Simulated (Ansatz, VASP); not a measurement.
## Fe: VASP beside Ansatz

```xyz
1
Lattice="-1.4333 1.4333 1.4333 1.4333 -1.4333 1.4333 1.4333 1.4333 -1.4333" Properties=species:S:1:pos:R:3 pbc="T T T"
Fe    0.0000    0.0000    0.0000
```

Alike in both runs: task single point; functional PBE; k mesh 14 × 14 × 14; occupations gaussian, width 0.1 eV; no spin polarisation.

|  | VASP | Ansatz |
| --- | --- | --- |
| version | VASP 6.6.1 | Ansatz 0.2.0 |
| potentials or method | VASP PAW PBE potentials, release 64 (Fe), cutoff 600 eV | PAW, plane waves, scalar-relativistic |
| valence electrons in the cell | 8 | 16 |

```tsv
	VASP	Ansatz	Ansatz less VASP
pressure (GPa)	-24.0	-23.8	+0.18
```

VASP's potentials hold 8 valence electrons a cell and Ansatz's 16, so a difference there can come from the potentials and not from the codes.
